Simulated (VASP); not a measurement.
# Li2Se (Fm-3m) in VASP: single point with PBE

Aim: the single point of Li2Se with PBE.

Program: VASP 6.6.1. These are calculated values, not measurements. Logs are shortened: lines on timing, memory, paths and dates and some standing lists are left out, and cuts for length are marked.

### 1 The cell of the first run

The structure is cubic, space group Fm-3m (No. 225). Conventional cell: a = 6.005 Å, b = 6.005 Å, c = 6.005 Å, α = 90.00°, β = 90.00°, γ = 90.00°. Li (site symmetry -43m) has 4 Se at 2.60 Å and 6 Li at 3.00 Å within 3.4 Å. Se (site symmetry m-3m) has 8 Li at 2.60 Å within 3.4 Å.

### 2 Single point, PBE

Input file INCAR:

```
SYSTEM = Li2Se
PREC = Accurate
ENCUT = 750
EDIFF = 1E-6
ISMEAR = 0
SIGMA = 0.05
LREAL = .FALSE.
LASPH = .TRUE.
NELM = 120
ALGO = Normal
ISIF = 2
LWAVE = .FALSE.
LCHARG = .FALSE.
GGA = PE
NBANDS = 13
GGA_COMPAT = .FALSE.
```

Input file KPOINTS:

```
regular mesh
0
G
  8 8 8
  0 0 0
```

Input file POSCAR:

```
Li2Se
1.0
    0.0000000000      3.0025000000      3.0025000000
    3.0025000000      0.0000000000      3.0025000000
    3.0025000000      3.0025000000      0.0000000000
Li Se
2 1
Direct
    0.2500000000      0.2500000000      0.2500000000
    0.7500000000      0.7500000000      0.7500000000
    0.0000000000      0.0000000000      0.0000000000
```

Potentials or basis: VASP PAW PBE potentials, release 64 (Li_sv, Se).

Launch:

```console
cat potpaw_PBE.64/Li_sv/POTCAR potpaw_PBE.64/Se/POTCAR > POTCAR
mpirun -np 1 vasp_std > vasp.out
```

OUTCAR:

```text
SYSTEM = Li2Se
   PREC = Accurate
   ENCUT = 750
   EDIFF = 1E-6
   ISMEAR = 0
   LREAL = .FALSE.
   LASPH = .TRUE.
   NELM = 120
   ISIF = 2
   GGA = PE

 ion  position               nearest neighbor table
   1  0.250  0.250  0.250-   3 2.60   3 2.60   3 2.60   3 2.60
   2  0.750  0.750  0.750-   3 2.60   3 2.60   3 2.60   3 2.60
   3  0.000  0.000  0.000-   1 2.60   2 2.60   2 2.60   2 2.60   2 2.60   1 2.60   1 2.60   1 2.60

  LATTYP: Found a face centered cubic cell.
 ALAT       =     6.0050000000

  Lattice vectors:

 A1 = (   0.0000000000,   3.0025000000,   3.0025000000)
 A2 = (   3.0025000000,   0.0000000000,   3.0025000000)
 A3 = (   3.0025000000,   3.0025000000,   0.0000000000)

Analysis of symmetry for initial positions (statically):
=====================================================================
 Subroutine PRICEL returns:
 Original cell was already a primitive cell.

 Routine SETGRP: Setting up the symmetry group for a
 face centered cubic supercell.

 Subroutine GETGRP returns: Found 48 space group operations
 (whereof 48 operations were pure point group operations)
 out of a pool of 48 trial point group operations.

The static configuration has the point symmetry O_h .

Analysis of symmetry for dynamics (positions and initial velocities):
=====================================================================
 Subroutine PRICEL returns:
 Original cell was already a primitive cell.

 Routine SETGRP: Setting up the symmetry group for a
 face centered cubic supercell.

 Subroutine GETGRP returns: Found 48 space group operations
 (whereof 48 operations were pure point group operations)
 out of a pool of 48 trial point group operations.

The dynamic configuration has the point symmetry O_h .

 Subroutine INISYM returns: Found 48 space group operations
 (whereof 48 operations are pure point group operations),
 and found     1 'primitive' translations

----------------------------------------------------------------------------------------

                                     Primitive cell

  volume of cell :      54.1351

  direct lattice vectors                    reciprocal lattice vectors
     0.000000000  3.002500000  3.002500000    -0.166527893  0.166527893  0.166527893
     3.002500000  0.000000000  3.002500000     0.166527893 -0.166527893  0.166527893
     3.002500000  3.002500000  0.000000000     0.166527893  0.166527893 -0.166527893

  length of vectors
     4.246176221  4.246176221  4.246176221     0.288434772  0.288434772  0.288434772

  position of ions in fractional coordinates (direct lattice)
     0.250000000  0.250000000  0.250000000
     0.750000000  0.750000000  0.750000000
     0.000000000  0.000000000  0.000000000

  ion indices of the primitive-cell ions
   primitive index   ion index
                 1           1
                 2           2
                 3           3

----------------------------------------------------------------------------------------

 KPOINTS: regular mesh

Automatic generation of k-mesh.
 Grid dimensions read from file:
 generate k-points for:    8    8    8

 Generating k-lattice:

  Cartesian coordinates                     Fractional coordinates (reciprocal lattice)
    -0.020815987  0.020815987  0.020815987     0.125000000  0.000000000  0.000000000
     0.020815987 -0.020815987  0.020815987     0.000000000  0.125000000  0.000000000
     0.020815987  0.020815987 -0.020815987     0.000000000  0.000000000  0.125000000

  Length of vectors
     0.036054347  0.036054347  0.036054347

  Shift w.r.t. Gamma in fractional coordinates (k-lattice)
     0.000000000  0.000000000  0.000000000

 Subroutine IBZKPT returns following result:
 ===========================================

 Found     29 irreducible k-points:

 Following reciprocal coordinates:
            Coordinates               Weight
  0.000000  0.000000  0.000000      1.000000
  0.125000  0.000000  0.000000      8.000000
  0.250000  0.000000  0.000000      8.000000
  0.375000  0.000000  0.000000      8.000000
  0.500000  0.000000  0.000000      4.000000
  0.125000  0.125000  0.000000      6.000000
[... 16 lines left out ...]
  0.500000  0.250000  0.125000     48.000000
 -0.375000  0.250000  0.125000     24.000000
 [... further k-points ...]
   k-points           NKPTS =     29   k-points in BZ     NKDIM =     29   number of bands    NBANDS=     13
   number of dos      NEDOS =    301   number of ions     NIONS =      3
   total plane-waves  NPLWV =  64000
   dimension x,y,z NGX =    40 NGY =   40 NGZ =   40
   dimension x,y,z NGXF=    80 NGYF=   80 NGZF=   80
   ions per type =               2   1
   NGX,Y,Z   is equivalent  to a cutoff of  15.66, 15.66, 15.66 a.u.
   NGXF,Y,Z  is equivalent  to a cutoff of  31.32, 31.32, 31.32 a.u.
 SYSTEM =  Li2Se
   PREC   = accura    normal or accurate (medium, high low for compatibility)
   ISTART =      0    job   : 0-new  1-cont  2-samecut
   ICHARG =      2    charge: 1-file 2-atom 10-const
   ISPIN  =      1    spin polarized calculation?
   LNONCOLLINEAR =      F non collinear calculations
   LSORBIT =      F    spin-orbit coupling
   LASPH  =      T    aspherical Exc in radial PAW
   ENCUT  =  750.0 eV  55.12 Ry    7.42 a.u.   9.48  9.48  9.48*2*pi/ulx,y,z
   NELM   =    120;   NELMIN=  2; NELMDL= -5     # of ELM steps
   EDIFF  = 0.1E-05   stopping-criterion for ELM
   LREAL  =      F    real-space projection
   EDIFFG = 0.1E-04   stopping-criterion for IOM
   NSW    =      0    number of steps for IOM
   IBRION =     -1    ionic relax: 0-MD 1-quasi-New 2-CG
   NFREE  =      0    steps in history (QN), initial steepest desc. (CG)
   ISIF   =      2    stress and relaxation
   ISYM   =      2    0-nonsym 1-usesym 2-fastsym
   POTIM  = 0.5000    time-step for ionic-motion
   TEBEG  =    0.0;   TEEND  =   0.0 temperature during run
   PSTRESS=    0.0 pullay stress
   NELECT =      12.0000    total number of electrons
   NUPDOWN=      -1.0000    fix difference up-down
   EMIN   =  10.00;   EMAX   =-10.00  energy-range for DOS
   EFERMI =   0.00;   METHOD = LEGACY
   ISMEAR =     0;   SIGMA  =   0.05  broadening in eV -4-tet -1-fermi 0-gaus
   EFERMI_NEDOS =   21; number of points for ismear=-14 and -15
   IALGO  =     38    algorithm
   IMIX   =      4    mixing-type and parameters
     AMIX     =   0.40;   BMIX     =  1.00
     AMIX_MAG =   1.60;   BMIX_MAG =  1.00
  volume/ion in A,a.u.               =      18.05       121.77
  Fermi-wavevector in a.u.,A,eV,Ry     =   0.990776  1.872296 13.355989  0.981637
  Thomas-Fermi vector in A             =   2.122471
   LORBIT       =      0    0 simple, 1 ext, 2 COOP (PROOUT), +10 PAW based schemes
   GGA     = PE    functional components
   LHFCALC =     F    Hartree Fock is set to
   AEXX    =    0.0000 exact exchange contribution
   IVDW    =     0    specifies the selected vdW correction
   LEPSILON=     F    determine dielectric tensor
   LRPA    =     F    only Hartree local field effects (RPA)
 non-spin polarized calculation
 Gauss-broadening in eV      SIGMA  =   0.05
  energy-cutoff  :      750.00
  volume of cell :       54.14
 maximum number of plane-waves:      2565
 NGX is ok and might be reduce to    40
   NGX = 19   NGY = 19   NGZ = 19

 number of electron      12.0000004 magnetization

 Free energy of the ion-electron system (eV)
  ---------------------------------------------------
  ext. energy  EPLUGINS =         0.00000000
  ---------------------------------------------------
  free energy    TOTEN  =       -11.13102304 eV

  energy without entropy =      -11.13102304  energy(sigma->0) =      -11.13102304

 E-fermi :   1.2074     XC(G=0):  -8.2618

 val. band max:        0.9953824041   @ k =   0.0000   0.0000   0.0000
 cond. band min:       3.9703405988   @ k =   0.5000   0.5000   0.0000
 fundamental gap:      2.9749581947
 Fermi energy:         1.2074148037

 k-point     1 :       0.0000    0.0000    0.0000
  band No.  band energies     occupation
      1     -43.7164      2.00000
      2     -43.6927      2.00000
      3     -10.3937      2.00000
      4       0.9954      2.00000
      5       0.9954      2.00000
      6       0.9954      2.00000
      7       4.3788      0.00000
      8       6.6150      0.00000
      9       6.6150      0.00000
     10       6.6150      0.00000
     11      11.5751      0.00000
     12      11.5751      0.00000
     13      11.9149      0.00000

 k-point     2 :       0.1250    0.0000    0.0000
  band No.  band energies     occupation
      1     -43.7155      2.00000
      2     -43.6935      2.00000
      3     -10.3453      2.00000
      4       0.3439      2.00000
      5       0.9034      2.00000
      6       0.9034      2.00000
      7       4.8682      0.00000
      8       6.8435      0.00000
      9       6.8436      0.00000
     10       6.9780      0.00000
     11      10.3764      0.00000
     12      10.3764      0.00000
     13      12.0122      0.00000

 k-point     3 :       0.2500    0.0000    0.0000
  band No.  band energies     occupation
      1     -43.7128      2.00000
      2     -43.6960      2.00000
      3     -10.2219      2.00000
      4      -0.7605      2.00000
      5       0.7058      2.00000
      6       0.7058      2.00000
      7       5.5190      0.00000
      8       7.1558      0.00000
      9       7.1558      0.00000
     10       7.8759      0.00000
     11      10.0252      0.00000
     12      10.0252      0.00000
     13      12.3612      0.00000

 k-point     4 :       0.3750    0.0000    0.0000
  band No.  band energies     occupation
      1     -43.7088      2.00000
      2     -43.6997      2.00000
      3     -10.0884      2.00000
      4      -1.5987      2.00000
      5       0.5347      2.00000
      6       0.5347      2.00000
      7       5.9424      0.00000
      8       7.0618      0.00000
      9       7.0618      0.00000
     10       8.6572      0.00000
     11      11.0395      0.00000
     12      11.0395      0.00000
     13      12.9675      0.00000

 k-point     5 :       0.5000    0.0000    0.0000
  band No.  band energies     occupation
      1     -43.7042      2.00000
      2     -43.7042      2.00000
      3     -10.0296      2.00000
      4      -1.9056      2.00000
      5       0.4699      2.00000
      6       0.4699      2.00000
      7       6.0992      0.00000
      8       6.9536      0.00000
      9       6.9536      0.00000
     10       8.9383      0.00000
     11      12.4851      0.00000
     12      12.4851      0.00000
     13      13.5694      0.00000
[... 257 lines left out ...]
 k-point    22 :       0.3750    0.2500    0.1250
  band No.  band energies     occupation
      1     -43.7110      2.00000
      2     -43.6975      2.00000
      3     -10.1286      2.00000
      4      -0.8894      2.00000
      5      -0.0286      2.00000
      6       0.4509      2.00000
      7       5.8087      0.00000
      8       7.3349      0.00000
      9       7.3788      0.00000
     10       8.4697      0.00000
     11       9.3356      0.00000
     12      12.3135      0.00000
     13      13.8393      0.00000

 k-point    23 :       0.5000    0.2500    0.1250
  band No.  band energies     occupation
      1     -43.7078      2.00000
      2     -43.7005      2.00000
      3     -10.0195      2.00000
      4      -1.3959      2.00000
      5      -0.2781      2.00000
      6       0.2100      2.00000
      7       6.1791      0.00000
      8       6.9826      0.00000
      9       8.2353      0.00000
     10       8.7495      0.00000
     11      10.3018      0.00000
     12      12.2234      0.00000
     13      14.0047      0.00000

 k-point    24 :      -0.3750    0.2500    0.1250
  band No.  band energies     occupation
      1     -43.7041      2.00000
      2     -43.7041      2.00000
      3      -9.9721      2.00000
      4      -1.6126      2.00000
      5      -0.3102      2.00000
      6       0.0676      2.00000
      7       6.4017      0.00000
      8       6.7510      0.00000
      9       8.6355      0.00000
     10       9.3587      0.00000
     11      10.3632      0.00000
     12      11.7069      0.00000
     13      13.6091      0.00000

 [... further k-points ...]
[... 5 lines left out ...]
  --------------------------------------------------------------------------------------
  -------------------------------------------------------------------------------------
  Total       -0.0140785     -0.0140785     -0.0140785      0.0000000      0.0000000     -0.0000000
  in kB       -0.4166666     -0.4166666     -0.4166666      0.0000000      0.0000000     -0.0000000
  external PRESSURE =      -0.4166666 kB  Pullay stress =       0.0000000 kB

 VOLUME and BASIS-vectors are now :
 -----------------------------------------------------------------------------
  energy-cutoff  :      750.00
  volume of cell :       54.14
      direct lattice vectors                 reciprocal lattice vectors
     0.000000000  3.002500000  3.002500000    -0.166527893  0.166527893  0.166527893
     3.002500000  0.000000000  3.002500000     0.166527893 -0.166527893  0.166527893
     3.002500000  3.002500000  0.000000000     0.166527893  0.166527893 -0.166527893

 POSITION                                       TOTAL-FORCE (eV/Angst)
 -----------------------------------------------------------------------------------
      1.50125      1.50125      1.50125        -0.000000     -0.000000     -0.000000
      4.50375      4.50375      4.50375         0.000000      0.000000      0.000000
      0.00000      0.00000      0.00000         0.000000      0.000000      0.000000
 -----------------------------------------------------------------------------------
    total drift:                                0.000000     -0.000000      0.000000

  FREE ENERGIE OF THE ION-ELECTRON SYSTEM (eV)
  ---------------------------------------------------
  free  energy   TOTEN  =       -11.1310230423 eV

  energy  without entropy=      -11.1310230423  energy(sigma->0) =      -11.13102304
```

Run time: 59 s. Hardware: 1 thread of AMD EPYC 7R43 (Zen 3), shared host; peak memory 0.21 GiB.

What came out:

* Free energy: -11.1310 eV
* Pressure: 0.0 GPa
* Band gap on the k mesh: 2.97 eV, indirect (least direct gap 3.38 eV)
